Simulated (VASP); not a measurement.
# GaN (P6_3mc) in VASP: single point with r2SCAN

Aim: the single point of GaN with r2SCAN.

All numbers are computed with VASP 6.6.1; they aren't measurements. Logs are shortened: lines on timing, memory, paths and dates and some standing lists are left out, and cuts for length are marked.

## 1. The cell of the first run

It takes space group P6_3mc (No. 186, hexagonal). Conventional cell: a = 2.914 Å, b = 2.914 Å, c = 6.153 Å, α = 90.00°, β = 90.00°, γ = 120.00°. Within 2.5 Å of Ga (site symmetry 3m) lie 4 N at 1.85 to 2.31 Å. N (site symmetry 3m) has 4 Ga at 1.85 to 2.31 Å within 2.5 Å.

## 2. Single point, r2SCAN

File POSCAR:

```
GaN
1.0
    2.9137075290      0.0000000000      0.0000000000
   -1.4568537645      2.5233447393      0.0000000000
    0.0000000000      0.0000000000      6.1534211046
Ga N
2 2
Direct
    0.3333333333      0.6666666667      0.0000000000
    0.6666666667      0.3333333333      0.5000000000
    0.3333333333      0.6666666667      0.3750000000
    0.6666666667      0.3333333333      0.8750000000
```

File INCAR.step1:

```
SYSTEM = GaN
  PREC = Accurate
  ENCUT = 520
  ISMEAR = 0
  SIGMA = 0.05
  LREAL = .FALSE.
  LASPH = .TRUE.
  NELM = 100
  NBANDS = 26
  GGA = PE
  ALGO = Normal
  EDIFF = 1E-4
  LWAVE = .TRUE.
  LCHARG = .FALSE.
```

File INCAR.step2:

```
SYSTEM = GaN
  PREC = Accurate
  ENCUT = 520
  EDIFF = 1E-6
  ISMEAR = 0
  SIGMA = 0.05
  LREAL = .FALSE.
  LASPH = .TRUE.
  NELM = 100
  ALGO = Normal
  ISIF = 2
  LWAVE = .FALSE.
  LCHARG = .FALSE.
  METAGGA = R2SCAN
  LMIXTAU = .TRUE.
  NBANDS = 26
  ISTART = 1
```

File KPOINTS:

```
Automatic mesh
0
G
  12 12 6
  0 0 0
```

Potentials or basis: VASP PAW PBE potentials, release 64 (Ga_d, N).

Run with:

```sh
> cat potpaw_PBE.64/Ga_d/POTCAR potpaw_PBE.64/N/POTCAR > POTCAR
> cp INCAR.step1 INCAR
> mpirun -np 1 vasp_std > vasp.out
> cp INCAR.step2 INCAR
> mpirun -np 1 vasp_std > vasp.out
```

OUTCAR:

```text
SYSTEM = GaN
   PREC = Accurate
   ENCUT = 520
   EDIFF = 1E-6
   ISMEAR = 0
   LREAL = .FALSE.
   LASPH = .TRUE.
   NELM = 100
   ISIF = 2
   METAGGA = R2SCAN
   ISTART = 1

 ion  position               nearest neighbor table
   1  0.333  0.667  0.000-   4 1.85   4 1.85   4 1.85   3 2.31
   2  0.667  0.333  0.500-   3 1.85   3 1.85   3 1.85   4 2.31
   3  0.333  0.667  0.375-   2 1.85   2 1.85   2 1.85   1 2.31
   4  0.667  0.333  0.875-   1 1.85   1 1.85   1 1.85   2 2.31

  LATTYP: Found a hexagonal cell.
 ALAT       =     2.9137075290
 C/A-ratio  =     2.1118870180

  Lattice vectors:

 A1 = (   2.9137075290,   0.0000000000,   0.0000000000)
 A2 = (  -1.4568537645,   2.5233447393,   0.0000000000)
 A3 = (   0.0000000000,   0.0000000000,   6.1534211046)

Analysis of symmetry for initial positions (statically):
=====================================================================
 Subroutine PRICEL returns:
 Original cell was already a primitive cell.

 Routine SETGRP: Setting up the symmetry group for a
 hexagonal supercell.

 Subroutine GETGRP returns: Found 12 space group operations
 (whereof  6 operations were pure point group operations)
 out of a pool of 24 trial point group operations.

The static configuration has the point symmetry C_3v.
 The point group associated with its full space group is C_6v.

Analysis of symmetry for dynamics (positions and initial velocities):
=====================================================================
 Subroutine PRICEL returns:
 Original cell was already a primitive cell.

 Routine SETGRP: Setting up the symmetry group for a
 hexagonal supercell.

 Subroutine GETGRP returns: Found 12 space group operations
 (whereof  6 operations were pure point group operations)
 out of a pool of 24 trial point group operations.

The dynamic configuration has the point symmetry C_3v.
 The point group associated with its full space group is C_6v.

 Subroutine INISYM returns: Found 12 space group operations
 (whereof  6 operations are pure point group operations),
 and found     1 'primitive' translations

----------------------------------------------------------------------------------------

                                     Primitive cell

  volume of cell :      45.2417

  direct lattice vectors                    reciprocal lattice vectors
     2.913707529  0.000000000  0.000000000     0.343205346  0.198149699  0.000000000
    -1.456853764  2.523344739  0.000000000     0.000000000  0.396299398  0.000000000
     0.000000000  0.000000000  6.153421105     0.000000000  0.000000000  0.162511225

  length of vectors
     2.913707529  2.913707529  6.153421105     0.396299398  0.396299398  0.162511225

  position of ions in fractional coordinates (direct lattice)
     0.333333333  0.666666667  0.000000000
     0.666666667  0.333333333  0.500000000
     0.333333333  0.666666667  0.375000000
     0.666666667  0.333333333  0.875000000

  ion indices of the primitive-cell ions
   primitive index   ion index
                 1           1
                 2           2
                 3           3
                 4           4

----------------------------------------------------------------------------------------

 KPOINTS: Automatic mesh

Automatic generation of k-mesh.
 Grid dimensions read from file:
 generate k-points for:   12   12    6

 Generating k-lattice:

  Cartesian coordinates                     Fractional coordinates (reciprocal lattice)
     0.028600445  0.016512475  0.000000000     0.083333333  0.000000000  0.000000000
     0.000000000  0.033024950  0.000000000     0.000000000  0.083333333  0.000000000
     0.000000000  0.000000000  0.027085204     0.000000000  0.000000000  0.166666667

  Length of vectors
     0.033024950  0.033024950  0.027085204

  Shift w.r.t. Gamma in fractional coordinates (k-lattice)
     0.000000000  0.000000000  0.000000000

 Subroutine IBZKPT returns following result:
 ===========================================

 Found     76 irreducible k-points:

 Following reciprocal coordinates:
            Coordinates               Weight
  0.000000  0.000000  0.000000      1.000000
  0.083333  0.000000  0.000000      6.000000
  0.166667 -0.000000  0.000000      6.000000
  0.250000  0.000000  0.000000      6.000000
  0.333333 -0.000000  0.000000      6.000000
  0.416667 -0.000000  0.000000      6.000000
[... 16 lines left out ...]
  0.250000  0.000000  0.166667     12.000000
  0.333333 -0.000000  0.166667     12.000000
 [... further k-points ...]
   k-points           NKPTS =     76   k-points in BZ     NKDIM =     76   number of bands    NBANDS=     26
   number of dos      NEDOS =    301   number of ions     NIONS =      4
   total plane-waves  NPLWV =  27648
   dimension x,y,z NGX =    24 NGY =   24 NGZ =   48
   dimension x,y,z NGXF=    48 NGYF=   48 NGZF=   96
   ions per type =               2   2
   NGX,Y,Z   is equivalent  to a cutoff of  13.69, 13.69, 12.97 a.u.
   NGXF,Y,Z  is equivalent  to a cutoff of  27.39, 27.39, 25.94 a.u.
 SYSTEM =  GaN
   PREC   = accura    normal or accurate (medium, high low for compatibility)
   ISTART =      1    job   : 0-new  1-cont  2-samecut
   ICHARG =      0    charge: 1-file 2-atom 10-const
   ISPIN  =      1    spin polarized calculation?
   LNONCOLLINEAR =      F non collinear calculations
   LSORBIT =      F    spin-orbit coupling
   LASPH  =      T    aspherical Exc in radial PAW
   ENCUT  =  520.0 eV  38.22 Ry    6.18 a.u.   5.42  5.42 11.44*2*pi/ulx,y,z
   NELM   =    100;   NELMIN=  2; NELMDL=  0     # of ELM steps
   EDIFF  = 0.1E-05   stopping-criterion for ELM
   LREAL  =      F    real-space projection
   EDIFFG = 0.1E-04   stopping-criterion for IOM
   NSW    =      0    number of steps for IOM
   IBRION =     -1    ionic relax: 0-MD 1-quasi-New 2-CG
   NFREE  =      0    steps in history (QN), initial steepest desc. (CG)
   ISIF   =      2    stress and relaxation
   ISYM   =      2    0-nonsym 1-usesym 2-fastsym
   POTIM  = 0.5000    time-step for ionic-motion
   TEBEG  =    0.0;   TEEND  =   0.0 temperature during run
   PSTRESS=    0.0 pullay stress
   NELECT =      36.0000    total number of electrons
   NUPDOWN=      -1.0000    fix difference up-down
   EMIN   =  10.00;   EMAX   =-10.00  energy-range for DOS
   EFERMI =   0.00;   METHOD = LEGACY
   ISMEAR =     0;   SIGMA  =   0.05  broadening in eV -4-tet -1-fermi 0-gaus
   EFERMI_NEDOS =   21; number of points for ismear=-14 and -15
   IALGO  =     38    algorithm
   IMIX   =      4    mixing-type and parameters
     AMIX     =   0.40;   BMIX     =  1.00
     AMIX_MAG =   1.60;   BMIX_MAG =  1.00
  volume/ion in A,a.u.               =      11.31        76.33
  Fermi-wavevector in a.u.,A,eV,Ry     =   1.517036  2.866783 31.312431  2.301399
  Thomas-Fermi vector in A             =   2.626346
   LORBIT       =      0    0 simple, 1 ext, 2 COOP (PROOUT), +10 PAW based schemes
   METAGGA = R2SCAN    functional components
   LHFCALC =     F    Hartree Fock is set to
   AEXX    =    0.0000 exact exchange contribution
   IVDW    =     0    specifies the selected vdW correction
   LEPSILON=     F    determine dielectric tensor
   LRPA    =     F    only Hartree local field effects (RPA)
 non-spin polarized calculation
 Gauss-broadening in eV      SIGMA  =   0.05
  energy-cutoff  :      520.00
  volume of cell :       45.24
 maximum number of plane-waves:      1253
 NGX is ok and might be reduce to    24
   NGX = 11   NGY = 11   NGZ = 23

 number of electron      36.0000004 magnetization

 Free energy of the ion-electron system (eV)
  ---------------------------------------------------
  ext. energy  EPLUGINS =         0.00000000
  ---------------------------------------------------
  free energy    TOTEN  =       -41.58540102 eV

  energy without entropy =      -41.58528565  energy(sigma->0) =      -41.58534333

 E-fermi :   5.7549     XC(G=0): -12.6675

 val. band max:        5.7359986612   @ k =   0.0000   0.0000   0.0000
 cond. band min:       6.2329865922   @ k =   0.0833   0.0000   0.0000
 fundamental gap:      0.4969879310
 Fermi energy:         5.7549401069

 k-point     1 :       0.0000    0.0000    0.0000
  band No.  band energies     occupation
      1     -12.0223      2.00000
      2     -11.3981      2.00000
      3      -8.8810      2.00000
      4      -8.8809      2.00000
      5      -8.8577      2.00000
      6      -8.8577      2.00000
[... 18 lines left out ...]
     25      19.5517      0.00000
     26      19.5517      0.00000

 k-point     2 :       0.0833    0.0000    0.0000
  band No.  band energies     occupation
      1     -11.9340      2.00000
      2     -11.3423      2.00000
      3      -8.8743      2.00000
      4      -8.8614      2.00000
      5      -8.8478      2.00000
      6      -8.8364      2.00000
[... 18 lines left out ...]
     25      18.6814      0.00000
     26      19.6383      0.00000

 k-point     3 :       0.1667   -0.0000    0.0000
  band No.  band energies     occupation
      1     -11.6956      2.00000
      2     -11.2002      2.00000
      3      -8.8393      2.00000
      4      -8.8114      2.00000
      5      -8.8049      2.00000
      6      -8.7799      2.00000
[... 18 lines left out ...]
     25      18.6897      0.00000
     26      19.1561      0.00000

 k-point     4 :       0.2500    0.0000    0.0000
  band No.  band energies     occupation
      1     -11.3887      2.00000
      2     -11.0354      2.00000
      3      -8.7916      2.00000
      4      -8.7561      2.00000
      5      -8.7195      2.00000
      6      -8.7107      2.00000
[... 18 lines left out ...]
     25      18.3311      0.00000
     26      18.8623      0.00000
[... 496 lines left out ...]
      1     -11.6610      2.00000
      2     -11.2310      2.00000
      3      -8.8369      2.00000
      4      -8.8093      2.00000
      5      -8.8076      2.00000
      6      -8.7820      2.00000
[... 18 lines left out ...]
     25      18.7550      0.00000
     26      19.6021      0.00000

 k-point    23 :       0.2500    0.0000    0.1667
  band No.  band energies     occupation
      1     -11.3628      2.00000
      2     -11.0564      2.00000
      3      -8.7884      2.00000
      4      -8.7530      2.00000
      5      -8.7289      2.00000
      6      -8.7137      2.00000
[... 18 lines left out ...]
     25      18.4487      0.00000
     26      19.1977      0.00000

 k-point    24 :       0.3333   -0.0000    0.1667
  band No.  band energies     occupation
      1     -11.1096      2.00000
      2     -10.9209      2.00000
      3      -8.7774      2.00000
      4      -8.7175      2.00000
      5      -8.7032      2.00000
      6      -8.6627      2.00000
[... 18 lines left out ...]
     25      17.9949      0.00000
     26      19.8592      0.00000

 [... further k-points ...]
[... 5 lines left out ...]
  --------------------------------------------------------------------------------------
  -------------------------------------------------------------------------------------
  Total       13.1936796     13.1936796    -10.7865688      0.0000000     -0.0000000      0.0000000
  in kB      467.2371164    467.2371164   -381.9923987      0.0000000     -0.0000000      0.0000000
  external PRESSURE =     184.1606113 kB  Pullay stress =       0.0000000 kB

 VOLUME and BASIS-vectors are now :
 -----------------------------------------------------------------------------
  energy-cutoff  :      520.00
  volume of cell :       45.24
      direct lattice vectors                 reciprocal lattice vectors
     2.913707529  0.000000000  0.000000000     0.343205346  0.198149699  0.000000000
    -1.456853764  2.523344739  0.000000000     0.000000000  0.396299398  0.000000000
     0.000000000  0.000000000  6.153421105     0.000000000  0.000000000  0.162511225

 POSITION                                       TOTAL-FORCE (eV/Angst)
 -----------------------------------------------------------------------------------
     -0.00000      1.68223      0.00000        -0.000000     -0.000000      0.598102
      1.45685      0.84111      3.07671         0.000000      0.000000      0.598102
     -0.00000      1.68223      2.30753         0.000000     -0.000000     -0.598102
      1.45685      0.84111      5.38424         0.000000      0.000000     -0.598102
 -----------------------------------------------------------------------------------
    total drift:                                0.000001      0.000002     -0.008489

  FREE ENERGIE OF THE ION-ELECTRON SYSTEM (eV)
  ---------------------------------------------------
  free  energy   TOTEN  =       -41.5854010229 eV

  energy  without entropy=      -41.5852856466  energy(sigma->0) =      -41.58534333
```

Wall time 4.1 min (1 thread of Intel Xeon Platinum 8259CL at 2.50GHz (Skylake/Cascade Lake), shared host); peak memory 0.22 GiB.

Results:

* Free energy: -41.5854 eV
* Pressure: 18.4 GPa
* Largest force: 0.598 eV/Å
* Band gap on the k mesh: zero (filled and empty bands touch)

Forces in eV/Å, atoms in the order of the input:
```
Ga   0.000  0.000  0.598
Ga   0.000  0.000  0.598
N    0.000  0.000 -0.598
N    0.000  0.000 -0.598
```

Stress tensor (GPa, compression positive):
```
 46.72   0.00   0.00
  0.00  46.72   0.00
  0.00   0.00 -38.20
```

Levels at points of the mesh, in eV from the Fermi level:
```
           k point  band 15  band 16  band 17  band 18  band 19  band 20  band 21  band 22
(0.00, 0.00, 0.00)    -0.40    -0.40    -0.16    -0.02    -0.02     6.01     8.20     9.32
(0.50, 0.00, 0.00)    -4.43    -2.71    -2.33    -1.59     3.89     4.97     5.68     6.99
(0.00, 0.00, 0.50)    -0.21    -0.21    -0.21    -0.21     3.81     3.81     8.65     8.65
(0.50, 0.00, 0.50)    -3.09    -3.09    -1.98    -1.98     3.17     3.17     7.56     7.56
```

Caveat: the PAW data sets were made with another functional, which shifts forces and pressure a little.
